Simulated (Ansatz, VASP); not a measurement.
AlN in VASP and in Ansatz

Contents of INCAR:

```
SYSTEM = AlN
PREC     = Accurate       ! precision mode
ENCUT    = 520            ! plane-wave cutoff, eV
EDIFF    = 1E-6           ! SCF threshold, eV
ISMEAR   = -1             ! smearing method
SIGMA    = 0.02           ! smearing width, eV
LREAL    = .False.        ! projectors in reciprocal space
LASPH    = .True.         ! aspherical terms in the spheres
NELM     = 80             ! most SCF steps
ALGO     = Normal         ! electronic algorithm
ISIF     = 2              ! what is computed and relaxed
LWAVE    = .False.        ! write WAVECAR
LCHARG   = .True.         ! write CHGCAR
GGA      = PE             ! functional
LELF     = .True.         ! ELF
LVHAR    = .True.       
NBANDS   = 16             ! bands
```

KPOINTS

```
Automatic mesh
0
Gamma
  12 12 6
  0 0 0
```

The input POSCAR:

```
AlN
1.0
    3.0134929486      0.0000000000      0.0000000000
   -1.5067464743      2.6097614476      0.0000000000
    0.0000000000      0.0000000000      5.0552598052
Al N
2 2
Direct
    0.3333333333      0.6666666667      0.0007001071
    0.6666666667      0.3333333333      0.5007001071
    0.3333333333      0.6666666667      0.3742998929
    0.6666666667      0.3333333333      0.8742998929
```

Input for Ansatz:

```yaml
crystal:
  lattice:
    - [3.0134929486, 0.0, 0.0]
    - [-1.5067464743, 2.6097614476, 0.0]
    - [0.0, 0.0, 5.0552598052]
  atoms:
    - { symbol: Al, position: [0.3333333333, 0.6666666667, 0.0007001071] }
    - { symbol: Al, position: [0.6666666667, 0.3333333333, 0.5007001071] }
    - { symbol: "N", position: [0.3333333333, 0.6666666667, 0.3742998929] }
    - { symbol: "N", position: [0.6666666667, 0.3333333333, 0.8742998929] }
kpoints:
  mp_grid: { grid: [12, 12, 6] }
  band_path:
    path:
      - [0.0, 0.0, 0.0]
      - [0.5, 0.0, 0.0]
      - [0.3333333333, 0.3333333333, 0.0]
      - [0.0, 0.0, 0.5]
      - [0.5, 0.0, 0.5]
      - [0.3333333333, 0.3333333333, 0.5]
      - [-0.002604, 0.0, 0.0]
    npoints: 1
hamiltonian:
  xc: pbe
scf:
  occupations: { method: fermi_dirac, width: 0.02 }
  n_extra_bands: 5
output:
  forces: true
  stress: true
  eigenvalues: true
```

Change from the starting cell: epitaxial_xy strain -3.0%.

Alike in both runs: task single point; functional PBE; k mesh 12 × 12 × 6; occupations fermi-dirac, width 0.02 eV; no spin polarisation.

|  | VASP | Ansatz |
| --- | --- | --- |
| version | VASP 6.6.1 | Ansatz 0.2.0 |
| potentials or method | VASP PAW PBE potentials, release 64 (Al, N) | plane waves, PAW |
| plane-wave cutoff (eV) | 520 | 420 |
| valence electrons in the cell | 16 | 16 |

|  | VASP | Ansatz | Ansatz less VASP |
| --- | --- | --- | --- |
| gap on the k mesh at the Fermi level (eV) | 4.63 | 4.62 | -0.013 |
| pressure (GPa) | 15.4 | 15.7 | +0.22 |
| traceless stress, the component that is largest in VASP (GPa) | -10.60 | -10.53 | +0.069 |
| rms of the force components (eV/Å) | 0.019 | 0.018 | -0.0010 |

Atom by atom the forces differ by 0.001 eV/Å (rms over components).
